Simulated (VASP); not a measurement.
# SnPb2O3 (P-6m2) in VASP: a series of runs, part 2 of 2

VASP 6.6.1. The steps go on from the part before.

### Step 4. Relaxation of cell and atoms, PBE

INCAR

```
PREC     = Accurate       # precision mode
ENCUT    = 600            # plane-wave cutoff, eV
EDIFF    = 1E-6           # SCF threshold, eV
ISMEAR   = 0              # smearing method
SIGMA    = 0.1            # smearing width, eV
LREAL    = F              # projectors in reciprocal space
LASPH    = T              # aspherical terms in the spheres
NELM     = 100            # most SCF steps
ALGO     = Normal         # electronic algorithm
ISIF     = 3              # what is computed and relaxed
LWAVE    = F              # write WAVECAR
LCHARG   = F              # write CHGCAR
GGA      = PE             # functional
IBRION   = 2              # ionic algorithm
NSW      = 90             # ionic steps
EDIFFG   = -0.04          # ionic threshold
```

KPOINTS

```
Automatic mesh
0
Gamma
  6 6 2
```

POSCAR

```
SnPb2O3
1.0
    4.4994407400      0.0000000000      0.0000000000
   -2.2497203700      3.8966299800      0.0000000000
    0.0000000000      0.0000000000      8.2283751600
Sn Pb O
1 2 3
Direct
    0.6666666700      0.3333333300      0.0000000000
    0.6666666700      0.3333333300      0.5000000000
    0.0000000000      0.0000000000      0.5000000000
    0.3333333300      0.6666666700      0.5000000000
    0.6666666700      0.3333333300      0.2515304500
    0.6666666700      0.3333333300      0.7484695500
```

Run with:

```sh
$ cat potpaw_PBE.64/Sn_d/POTCAR potpaw_PBE.64/Pb_d/POTCAR potpaw_PBE.64/O/POTCAR > POTCAR
$ mpirun -np 1 vasp_std > vasp.out
```

Wall time 5 min (1 thread of Intel Xeon 6975P-C (Granite Rapids), shared host); peak memory 0.35 GiB.

It converged, with:

| Item | Value |
| --- | --- |
| Free energy | -26.1103 eV |
| Relaxed volume | 31.41 Å³/atom |
| Relaxed cell | a = 5.028 Å, b = 5.028 Å, c = 8.607 Å, α = 90.00°, β = 90.00°, γ = 120.00° |
| Space group after relaxing (to 0.1 Å) | P-6m2 (No. 187) |
| Energy gained by relaxing | 337.2 meV/atom |
| Ionic steps | 9 |
| Pressure after relaxing | -0.1 GPa |
| Largest force after relaxing | 0.036 eV/Å |
| Band gap on the k mesh | zero (bands 30 and 31 overlap by 1.34 eV) |

Forces on the atoms (eV/Å):
```
Sn   0.000  0.000  0.000
Pb   0.000  0.000  0.000
Pb   0.000  0.000  0.000
O    0.000  0.000  0.000
O    0.000  0.000 -0.036
O    0.000  0.000  0.036
```

Stress tensor (GPa, compression positive):
```
-0.06  0.00  0.00
 0.00 -0.06  0.00
 0.00  0.00 -0.16
```

Step by step:
```
step  energy change (eV)  largest force (eV/Å)  pressure (GPa)  volume (Å³)
   1              0.0000                2.6781           15.01       144.27
   2             -1.7308                0.8693           -2.83       196.58
   3             -1.7978                1.0244           -0.89       184.96
   4             -1.9890                0.0521            1.07       185.75
   5             -2.0113                0.3086            0.45       185.63
   6             -2.0112                0.2868            0.49       185.63
   7             -2.0221                0.0680            0.07       188.06
   8             -2.0226                0.0075           -0.04       188.77
   9             -2.0231                0.0360           -0.09       188.46
```

Final structure:
```
Sn Pb O
1.0
     5.02809    0.00000    0.00000
    -2.51405    4.35445    0.00000
     0.00000    0.00000    8.60748
Sn Pb O
1 2 3
Direct
  0.66667 0.33333 0.00000
  0.66667 0.33333 0.50000
  0.00000 0.00000 0.50000
  0.33333 0.66667 0.50000
  0.66667 0.33333 0.23090
  0.66667 0.33333 0.76910
```

Levels at points of the mesh, in eV from the Fermi level:
```
           k point  band 26  band 27  band 28  band 29  band 30  band 31  band 32  band 33  band 34  band 35
(0.00, 0.00, 0.00)    -2.36    -2.33    -2.33    -1.76    -0.53    -0.53     0.02     0.61     2.37     2.37
(0.50, 0.00, 0.00)    -2.68    -2.40    -1.22    -1.22     0.25     0.53     0.64     0.98     1.85     1.99
(0.00, 0.00, 0.50)    -2.44    -2.36    -2.29    -2.29    -1.00    -0.38    -0.38     1.05     2.33     2.33
(0.50, 0.00, 0.50)    -2.53    -2.24    -1.40    -1.14    -1.05     0.57     0.78     1.09     1.75     1.91
```

Caveat: the k points lie up to 0.36 Å⁻¹ apart in the final cell, too coarse for converged energies and pressures of a metal; the volume moved by over 15 % at a fixed basis, so the end points are rough; spin-orbit coupling is left out, which moves the levels of the heavy elements.

### Step 5. Single point, PBE

This run uses another cell than the first one, of 31.42 Å³/atom.

INCAR

```
PREC = Accurate
ENCUT = 520
EDIFF = 1E-6
ISMEAR = 0
SIGMA = 0.1
LREAL = F
LASPH = T
NELM = 100
ALGO = Normal
ISIF = 2
LWAVE = F
LCHARG = F
GGA = PE
NBANDS = 39
```

KPOINTS

```
Automatic mesh
0
Gamma
  12 12 6
```

POSCAR

```
SnPb2O3
1.0
    5.0268666430      0.0000000000      0.0000000000
   -2.5134333215      4.3533942143      0.0000000000
    0.0000000000      0.0000000000      8.6136576591
Sn Pb O
1 2 3
Direct
    0.6666666667      0.3333333333      0.0000000000
    0.6666666667      0.3333333333      0.5000000000
    0.0000000000      0.0000000000      0.5000000000
    0.3333333333      0.6666666667      0.5000000000
    0.6666666667      0.3333333333      0.2300885664
    0.6666666667      0.3333333333      0.7699114336
```

Run with:

```sh
$ cat potpaw_PBE.64/Sn_d/POTCAR potpaw_PBE.64/Pb_d/POTCAR potpaw_PBE.64/O/POTCAR > POTCAR
$ mpirun -np 1 vasp_std > vasp.out
```

Wall time 5.5 min (1 thread of Intel Xeon 6975P-C (Granite Rapids), shared host); peak memory 0.65 GiB.

The run converged. Its results:

```yaml
Free_energy: -26.0712 eV
Pressure: 0.0 GPa
Largest_force: 0.076 eV/Å
Band_gap_on_the_k_mesh: zero (bands 30 and 31 overlap by 1.37 eV)
```

Forces on the atoms (eV/Å):
```
Sn   0.000  0.000  0.000
Pb   0.000  0.000  0.000
Pb   0.000  0.000  0.000
O    0.000  0.000  0.000
O    0.000  0.000  0.076
O    0.000  0.000 -0.076
```

Stress tensor (GPa, compression positive):
```
-0.09  0.00  0.00
 0.00 -0.09  0.00
 0.00  0.00  0.25
```

Levels at points of the mesh, in eV from the Fermi level:
```csv
k point,band 26,band 27,band 28,band 29,band 30,band 31,band 32,band 33,band 34,band 35
"(0.00, 0.00, 0.00)",-2.28,-2.19,-2.19,-1.67,-0.47,-0.47,0.17,0.70,2.55,2.55
"(0.50, 0.00, 0.00)",-2.52,-2.23,-1.16,-1.13,0.42,0.71,0.74,1.04,1.93,2.16
"(0.00, 0.00, 0.50)",-2.32,-2.27,-2.22,-2.22,-0.86,-0.32,-0.32,1.16,2.51,2.51
"(0.50, 0.00, 0.50)",-2.37,-2.09,-1.27,-1.00,-0.99,0.73,0.91,1.14,1.81,2.09
```

Caveat: spin-orbit coupling is left out, which moves the levels of the heavy elements.

### Step 6. Summary

```tsv
task	cell	k mesh	cutoff (eV)	gap on the mesh (eV)	pressure (GPa)	largest force (eV/Å)
single point	a = 4.499, b = 4.499, c = 8.228 Å, angles 90.0, 90.0, 120.0°, 6 atoms, atomic positions A	6 × 6 × 2	520	none	15.0	2.68
single point	a = 5.031, b = 5.031, c = 8.598 Å, angles 90.0, 90.0, 120.0°, 6 atoms, atomic positions B	6 × 6 × 2	520	none	0.1	0.06
relaxation of cell and atoms	relaxed from a = 4.499, b = 4.499, c = 8.228 Å, angles 90.0, 90.0, 120.0°, 6 atoms, atomic positions A	6 × 6 × 2	600	none	-0.1	0.04
single point	a = 5.027, b = 5.027, c = 8.614 Å, angles 90.0, 90.0, 120.0°, 6 atoms, atomic positions C	12 × 12 × 6	520	none	0.0	0.08
```

Alike in all rows: level PBE; potentials or basis VASP PAW PBE potentials, release 64 (Sn_d, Pb_d, O); no spin polarisation; smearing gaussian 0.1 eV.

Caveats: some runs use coarse meshes; spin-orbit coupling is left out, which moves the levels of the heavy elements; forces of over 1 eV/Å act on the atoms, so gaps and moduli don't describe the material at rest (at least some runs); the volume moved by over 15 % at a fixed basis, so the end points are rough (at least some runs).

Total energies depend on the potentials used, so only differences within one code and one set of settings carry meaning.
